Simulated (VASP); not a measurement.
# H2W20O in VASP: single point with PBE+D3(BJ)

Aim: the single point of H2W20O with PBE+D3(BJ).

All numbers are computed with VASP 6.6.1; they aren't measurements. Logs are shortened: lines on timing, memory, paths and dates and some standing lists are left out, and cuts for length are marked.

**1. The cell of the first run**

The cell holds a slab with vacuum, 23 atoms: a = 6.319 Å, b = 6.319 Å, c = 25.885 Å, α = 90.00°, β = 90.00°, γ = 90.00°.

**2. Single point, PBE+D3(BJ)**

INCAR

```
ALGO = Normal
DIPOL = 0.5 0.5 0.457
EDIFF = 1E-7
ENCUT = 520
GGA = PE
IDIPOL = 3
ISIF = 2
ISMEAR = 0
IVDW = 12
LASPH = T
LCHARG = F
LDIPOL = T
LREAL = Auto
LWAVE = F
NBANDS = 161
NELM = 60
PREC = Accurate
SIGMA = 0.1
```

KPOINTS

```
k-points
0
Gamma
  3 3 1
```

POSCAR

```
H2W20O
1.0
    6.3187499463      0.0000000000      0.0000000000
    0.0000000000      6.3187499463      0.0000000000
    0.0000000000      0.0000000000     25.8848499463
W O H
20 1 2
Direct
    0.2500000000      0.7500000000      0.3090610923
    0.2500000000      0.2500000000      0.3090610923
    0.7500000000      0.7500000000      0.3090610923
    0.7500000000      0.2500000000      0.3090610923
    0.5000000000      0.5000000000      0.3700885849
    0.5000000000      0.0000000000      0.3700885849
    0.0000000000      0.5000000000      0.3700885849
    0.0000000000      0.0000000000      0.3700885849
    0.7515826757      0.2524924819      0.4313051005
    0.7487818084      0.7481368863      0.4310982209
    0.2481668168      0.2476221388      0.4312168734
    0.2510462263      0.7520840078      0.4311965510
   -0.0051285200     -0.0031979744      0.4932882083
    0.0055362831      0.5031984590      0.4923645645
    0.5044048886      0.0032591371      0.4929386085
    0.4951590352      0.4958193534      0.4925612736
    0.2766879172      0.7813572081      0.5511460937
    0.2259870034      0.2175486309      0.5506355969
    0.7257657271      0.7128171894      0.5506522353
    0.7695051079      0.2828226136      0.5525275857
    0.7402739637      0.1408801888      0.6315474772
    0.8648757027      0.0474072503      0.6345836489
    0.6162771682      0.0442702235      0.6274216985
```

Potentials or basis: VASP PAW PBE potentials, release 64 (W_sv, O, H).

Run with:

```sh
> cat potpaw_PBE.64/W_sv/POTCAR potpaw_PBE.64/O/POTCAR potpaw_PBE.64/H/POTCAR > POTCAR
> mpirun -np 1 vasp_std > vasp.out
```

OUTCAR:

```text
EDIFF = 1E-7
   ENCUT = 520
   GGA = PE
   ISIF = 2
   ISMEAR = 0
   IVDW = 12
   LASPH = T
   LREAL = Auto
   NELM = 60
   PREC = Accurate
 IVDW          = 12

 ion  position               nearest neighbor table
   1  0.250  0.750  0.309-   5 2.74   6 2.74   7 2.74   8 2.74   2 3.16   3 3.16   2 3.16   3 3.16
                            12 3.16
   2  0.250  0.250  0.309-   5 2.74   6 2.74   7 2.74   8 2.74   1 3.16   4 3.16   1 3.16   4 3.16
                            11 3.16
   3  0.750  0.750  0.309-   5 2.74   6 2.74   7 2.74   8 2.74  10 3.16   4 3.16   1 3.16   4 3.16
                             1 3.16
   4  0.750  0.250  0.309-   5 2.74   6 2.74   7 2.74   8 2.74   2 3.16   3 3.16   3 3.16   2 3.16
                             9 3.16
   5  0.500  0.500  0.370-  10 2.72   9 2.74   3 2.74   4 2.74   1 2.74   2 2.74  12 2.74  11 2.75
                             6 3.16   7 3.16   6 3.16   7 3.16  16 3.17
   6  0.500  0.000  0.370-  12 2.73  11 2.74   3 2.74   4 2.74   1 2.74   2 2.74  10 2.74   9 2.75
                             5 3.16   8 3.16   5 3.16   8 3.16  15 3.18
   7  0.000  0.500  0.370-   9 2.72  10 2.73   3 2.74   4 2.74   1 2.74   2 2.74  11 2.74  12 2.75
                             5 3.16   8 3.16   8 3.16   5 3.16  14 3.17
   8  0.000  0.000  0.370-  11 2.72  12 2.73   3 2.74   4 2.74   1 2.74   2 2.74   9 2.74  10 2.75
                             6 3.16   7 3.16   7 3.16   6 3.16  13 3.19
   9  0.752  0.252  0.431-   7 2.72  15 2.73   5 2.74  16 2.74   8 2.74  13 2.75  14 2.75   6 2.75
                            10 3.13  11 3.14  20 3.15   4 3.16  11 3.18  10 3.19
  10  0.749  0.748  0.431-   5 2.72   7 2.73  13 2.73   6 2.74  14 2.75  15 2.75   8 2.75  16 2.76
                            19 3.11   9 3.13  12 3.15   3 3.16  12 3.17   9 3.19
  11  0.248  0.248  0.431-   8 2.72  16 2.72  14 2.73   6 2.74   7 2.74  15 2.75   5 2.75  13 2.77
                            18 3.10  12 3.13   9 3.14   2 3.16   9 3.18  12 3.19
  12  0.251  0.752  0.431-  14 2.72   6 2.73   8 2.73   5 2.74  16 2.74   7 2.75  13 2.76  15 2.76
                            17 3.11  11 3.13  10 3.15   1 3.16  10 3.17  11 3.19
  13  0.995  0.997  0.493-  18 2.51  17 2.70  10 2.73   9 2.75  12 2.76  20 2.77  11 2.77  19 2.88
                            15 3.10  14 3.12   8 3.19  14 3.20  15 3.22
  14  0.006  0.503  0.492-  20 2.57  19 2.68  12 2.72  11 2.73  18 2.73  10 2.75   9 2.75  17 2.89
                            16 3.09  13 3.12   7 3.17  13 3.20  16 3.23
  15  0.504  0.003  0.493-  17 2.51  18 2.68   9 2.73  10 2.75  19 2.75  11 2.75  12 2.76  20 2.88
                            13 3.10  16 3.11   6 3.18  16 3.21  13 3.22
  16  0.495  0.496  0.493-  19 2.50  20 2.69  11 2.72  17 2.73   9 2.74  12 2.74  10 2.76  18 2.87
                            14 3.09  15 3.11   5 3.17  15 3.21  14 3.23
  17  0.277  0.781  0.551-  15 2.51  13 2.70  16 2.73  18 2.77  19 2.87  14 2.89  12 3.11
  18  0.226  0.218  0.551-  13 2.51  15 2.68  14 2.73  17 2.77  16 2.87  20 2.91  11 3.10  20 3.46

  19  0.726  0.713  0.551-  16 2.50  14 2.68  20 2.73  15 2.75  17 2.87  13 2.88  10 3.11
  20  0.770  0.283  0.553-  21 2.24  14 2.57  16 2.69  19 2.73  13 2.77  15 2.88  18 2.91   9 3.15
                            18 3.46
  21  0.740  0.141  0.632-  22 0.99  23 1.00  20 2.24
  22  0.865  0.047  0.635-  21 0.99
  23  0.616  0.044  0.627-  21 1.00

  LATTYP: Found a simple tetragonal cell.
 ALAT       =     6.3187499463
 C/A-ratio  =     4.0965143686

  Lattice vectors:

 A1 = (   6.3187499463,   0.0000000000,   0.0000000000)
 A2 = (   0.0000000000,   6.3187499463,   0.0000000000)
 A3 = (   0.0000000000,   0.0000000000,  25.8848499463)

Analysis of symmetry for initial positions (statically):
=====================================================================
 Subroutine PRICEL returns:
 Original cell was already a primitive cell.

 Routine SETGRP: Setting up the symmetry group for a
 simple tetragonal supercell.

 Subroutine GETGRP returns: Found  1 space group operations
 (whereof  1 operations were pure point group operations)
 out of a pool of 16 trial point group operations.

The static configuration has the point symmetry C_1 .

Analysis of symmetry for dynamics (positions and initial velocities):
=====================================================================
 Subroutine PRICEL returns:
 Original cell was already a primitive cell.

 Routine SETGRP: Setting up the symmetry group for a
 simple tetragonal supercell.

 Subroutine GETGRP returns: Found  1 space group operations
 (whereof  1 operations were pure point group operations)
 out of a pool of 16 trial point group operations.

The dynamic configuration has the point symmetry C_1 .

 Subroutine INISYM returns: Found  1 space group operations
 (whereof  1 operations are pure point group operations),
 and found     1 'primitive' translations

----------------------------------------------------------------------------------------

                                     Primitive cell

  volume of cell :    1033.4941

  direct lattice vectors                    reciprocal lattice vectors
     6.318749946  0.000000000  0.000000000     0.158259151  0.000000000  0.000000000
     0.000000000  6.318749946  0.000000000     0.000000000  0.158259151  0.000000000
     0.000000000  0.000000000 25.884849946     0.000000000  0.000000000  0.038632637

  length of vectors
     6.318749946  6.318749946 25.884849946     0.158259151  0.158259151  0.038632637

  position of ions in fractional coordinates (direct lattice)
     0.250000000  0.750000000  0.309061092
     0.250000000  0.250000000  0.309061092
     0.750000000  0.750000000  0.309061092
     0.750000000  0.250000000  0.309061092
     0.500000000  0.500000000  0.370088585
     0.500000000  0.000000000  0.370088585
[... 15 lines left out ...]
     0.864875703  0.047407250  0.634583649
     0.616277168  0.044270223  0.627421699

  ion indices of the primitive-cell ions
   primitive index   ion index
                 1           1
                 2           2
                 3           3
                 4           4
                 5           5
                 6           6
[... 15 lines left out ...]
                22          22
                23          23

----------------------------------------------------------------------------------------

 KPOINTS: k-points

Automatic generation of k-mesh.
 Grid dimensions read from file:
 generate k-points for:    3    3    1

 Generating k-lattice:

  Cartesian coordinates                     Fractional coordinates (reciprocal lattice)
     0.052753050  0.000000000  0.000000000     0.333333333  0.000000000  0.000000000
     0.000000000  0.052753050  0.000000000     0.000000000  0.333333333  0.000000000
     0.000000000  0.000000000  0.038632637     0.000000000  0.000000000  1.000000000

  Length of vectors
     0.052753050  0.052753050  0.038632637

  Shift w.r.t. Gamma in fractional coordinates (k-lattice)
     0.000000000  0.000000000  0.000000000

 Subroutine IBZKPT returns following result:
 ===========================================

 Found      5 irreducible k-points:

 Following reciprocal coordinates:
            Coordinates               Weight
  0.000000  0.000000  0.000000      1.000000
  0.333333  0.000000  0.000000      2.000000
  0.000000  0.333333  0.000000      2.000000
  0.333333  0.333333  0.000000      2.000000
 -0.333333  0.333333  0.000000      2.000000
   k-points           NKPTS =      5   k-points in BZ     NKDIM =      5   number of bands    NBANDS=    161
   number of dos      NEDOS =    301   number of ions     NIONS =     23
   total plane-waves  NPLWV = 451584
   dimension x,y,z NGX =    48 NGY =   48 NGZ =  196
   dimension x,y,z NGXF=    96 NGYF=   96 NGZF=  392
   ions per type =              20   1   2
   NGX,Y,Z   is equivalent  to a cutoff of  12.63, 12.63, 12.59 a.u.
   NGXF,Y,Z  is equivalent  to a cutoff of  25.26, 25.26, 25.18 a.u.
 SYSTEM =  unknown system
   PREC   = accura    normal or accurate (medium, high low for compatibility)
   ISTART =      0    job   : 0-new  1-cont  2-samecut
   ICHARG =      2    charge: 1-file 2-atom 10-const
   ISPIN  =      1    spin polarized calculation?
   LNONCOLLINEAR =      F non collinear calculations
   LSORBIT =      F    spin-orbit coupling
   LASPH  =      T    aspherical Exc in radial PAW
   ENCUT  =  520.0 eV  38.22 Ry    6.18 a.u.  11.75 11.75 48.13*2*pi/ulx,y,z
   NELM   =     60;   NELMIN=  2; NELMDL= -5     # of ELM steps
   EDIFF  = 0.1E-06   stopping-criterion for ELM
   LREAL  =      T    real-space projection
   EDIFFG = 0.1E-05   stopping-criterion for IOM
   NSW    =      0    number of steps for IOM
   IBRION =     -1    ionic relax: 0-MD 1-quasi-New 2-CG
   NFREE  =      0    steps in history (QN), initial steepest desc. (CG)
   ISIF   =      2    stress and relaxation
   ISYM   =      2    0-nonsym 1-usesym 2-fastsym
   POTIM  = 0.5000    time-step for ionic-motion
   TEBEG  =    0.0;   TEEND  =   0.0 temperature during run
   PSTRESS=    0.0 pullay stress
   NELECT =     288.0000    total number of electrons
   NUPDOWN=      -1.0000    fix difference up-down
   EMIN   =  10.00;   EMAX   =-10.00  energy-range for DOS
   EFERMI =   0.00;   METHOD = LEGACY
   ISMEAR =     0;   SIGMA  =   0.10  broadening in eV -4-tet -1-fermi 0-gaus
   EFERMI_NEDOS =   21; number of points for ismear=-14 and -15
   IALGO  =     38    algorithm
   IMIX   =      4    mixing-type and parameters
     AMIX     =   0.40;   BMIX     =  1.00
     AMIX_MAG =   1.60;   BMIX_MAG =  1.00
  volume/ion in A,a.u.               =      44.93       303.23
  Fermi-wavevector in a.u.,A,eV,Ry     =   1.069308  2.020700 15.557181  1.143421
  Thomas-Fermi vector in A             =   2.204984
   LORBIT       =      0    0 simple, 1 ext, 2 COOP (PROOUT), +10 PAW based schemes
   GGA     = PE    functional components
   LHFCALC =     F    Hartree Fock is set to
   AEXX    =    0.0000 exact exchange contribution
   IVDW    =    12    specifies the selected vdW correction
   LEPSILON=     F    determine dielectric tensor
   LRPA    =     F    only Hartree local field effects (RPA)
 non-spin polarized calculation
 Gauss-broadening in eV      SIGMA  =   0.10
  energy-cutoff  :      520.00
  volume of cell :     1033.49
 maximum number of plane-waves:     27861
   NGX = 23   NGY = 23   NGZ = 97

 dipolmoment           0.000000      0.000000      0.003154 electrons x Angstroem

 number of electron     287.9999999 magnetization

 dipolmoment           0.000000      0.000000     -0.033913 electrons x Angstroem

 Free energy of the ion-electron system (eV)
  ---------------------------------------------------
  ext. energy  EPLUGINS =         0.00000000
  ---------------------------------------------------
  free energy    TOTEN  =      -253.62305792 eV

  energy without entropy =     -253.50597367  energy(sigma->0) =     -253.56451580

 E-fermi :   0.8539     XC(G=0):  -5.2903

 val. band max:        0.8466342349   @ k =   0.3333   0.0000   0.0000
 cond. band min:       0.8589582362   @ k =   0.0000   0.0000   0.0000
 fundamental gap:      0.0123240013
 Fermi energy:         0.8538983824

 k-point     1 :       0.0000    0.0000    0.0000
  band No.  band energies     occupation
      1     -73.2928      2.00000
      2     -73.2712      2.00000
      3     -73.2379      2.00000
      4     -73.2325      2.00000
      5     -73.2208      2.00000
      6     -73.1964      2.00000
[... 784 lines left out ...]
    155       2.0066      0.00000
    156       2.0259      0.00000
 [bands above 156 left out]

------------------------ aborting loop because EDIFF is reached ----------------------------------------

 vacuum level on the upper side and lower side of the slab       (xc-potential included)        -0.124         0.029

 Edisp (eV)   -9.65643

 E8    (eV) :    -5.0979

  FORCE on cell =-STRESS in cart. coord.  units (eV):
  Direction    XX          YY          ZZ          XY          YZ          ZX
  --------------------------------------------------------------------------------------
  -------------------------------------------------------------------------------------
  Total     -24.86022   -24.34620    -7.72284     1.20002     0.08249     0.14281
  in kB     -38.53963   -37.74277   -11.97236     1.86034     0.12788     0.22139
  external pressure =      -29.42 kB  Pullay stress =        0.00 kB

 VOLUME and BASIS-vectors are now :
 -----------------------------------------------------------------------------
  energy-cutoff  :      520.00
  volume of cell :     1033.49
      direct lattice vectors                 reciprocal lattice vectors
     6.318749946  0.000000000  0.000000000     0.158259151  0.000000000  0.000000000
     0.000000000  6.318749946  0.000000000     0.000000000  0.158259151  0.000000000
     0.000000000  0.000000000 25.884849946     0.000000000  0.000000000  0.038632637

 POSITION                                       TOTAL-FORCE (eV/Angst)
 -----------------------------------------------------------------------------------
      1.57969      4.73906      8.00000        -0.003346     -0.011531      1.320176
      1.57969      1.57969      8.00000        -0.046866     -0.036963      1.334392
      4.73906      4.73906      8.00000        -0.018074     -0.021200      1.304642
      4.73906      1.57969      8.00000         0.009643     -0.003431      1.317547
      3.15937      3.15937      9.57969         0.015052      0.009080     -1.352906
      3.15937      0.00000      9.57969         0.020071      0.026829     -1.348013
[... 15 lines left out ...]
      5.46493      0.29955     16.42610         0.095613     -0.021118      0.023015
      3.89410      0.27973     16.24072        -0.076294     -0.005896      0.004847
 -----------------------------------------------------------------------------------
    total drift:                               -0.003983      0.000034      0.024762

  FREE ENERGIE OF THE ION-ELECTRON SYSTEM (eV)
  ---------------------------------------------------
  free  energy   TOTEN  =      -263.2794860755 eV

  energy  without entropy=     -263.1624018208  energy(sigma->0) =     -263.22094395

 vacuum level on the upper side and lower side of the slab         4.826         4.978
```

It took 26 min on 1 thread of Intel Xeon 6975P-C (Granite Rapids), shared host; peak memory 1.2 GiB.

What came out:

```
Free energy                : -263.2795 eV
Largest force              : 1.404 eV/Å
Band gap on the k mesh     : zero (bands 144 and 145 overlap by 0.13 eV)
Dispersion energy per atom : -0.420 eV
```

Forces in eV/Å, atoms in the order of the input:
```
W   -0.003 -0.012  1.320
W   -0.047 -0.037  1.334
W   -0.018 -0.021  1.305
W    0.010 -0.003  1.318
W    0.015  0.009 -1.353
W    0.020  0.027 -1.348
W   -0.005  0.049 -1.404
W    0.024 -0.011 -1.342
W    0.004  0.002 -0.005
W   -0.002 -0.004  0.000
W   -0.006 -0.005 -0.003
W    0.003  0.005 -0.001
W   -0.024 -0.019 -0.009
W    0.008  0.009  0.004
W    0.029  0.019 -0.010
W   -0.019 -0.013 -0.015
W   -0.027 -0.027  0.054
W    0.020  0.028  0.058
W    0.033  0.024  0.052
W   -0.012 -0.003  0.021
O   -0.022  0.010 -0.006
H    0.096 -0.021  0.023
H   -0.076 -0.006  0.005
```

Caveat: spin-orbit coupling is left out, which moves the levels of the heavy elements.
